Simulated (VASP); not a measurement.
Crystal: BaHg.

```xyz
2
Lattice="4.1788 0.0000 0.0000 0.0000 4.1788 0.0000 0.0000 0.0000 4.1788" Properties=species:S:1:pos:R:3 pbc="T T T"
Ba    0.0000    0.0000    0.0000
Hg    2.0894    2.0894    2.0894
```

| Property | Result |
| --- | --- |
| Program | VASP 6.6.1 |
| Task | relaxation of cell and atoms |
| Functional | LDA |
| Potentials or basis | VASP PAW LDA potentials, release 64 (Ba_sv, Hg_sv_GW) |
| Cutoff | 500 eV |
| k mesh | 8 × 8 × 8 |
| Occupations | fermi-dirac, width 0.1 eV |
| Spin | no spin polarisation |

At the start: pressure -3.0 GPa; volume 36.48 Å³/atom.

Q: Where does the relaxation end?

A: Over 3 steps the energy falls by 36.2 meV/atom and the volume is 32.90 Å³/atom (-9.8 %); space group Pm-3m (No. 221, to 0.1 Å) before and after.

The path:
| step | energy change (eV) | largest force (eV/Å) | pressure (GPa) | volume (Å³) |
| --- | --- | --- | --- | --- |
| 1 | 0.0000 | 0.0000 | -2.95 | 72.97 |
| 2 | -0.0722 | 0.0000 | -0.16 | 66.09 |
| 3 | -0.0724 | 0.0000 | -0.01 | 65.80 |

Final structure:
```
CELL_PARAMETERS angstrom
4.03714 0.00000 0.00000
0.00000 4.03714 0.00000
0.00000 0.00000 4.03714
ATOMIC_POSITIONS crystal
Ba 0.00000 0.00000 0.00000
Hg 0.50000 0.50000 0.50000
```
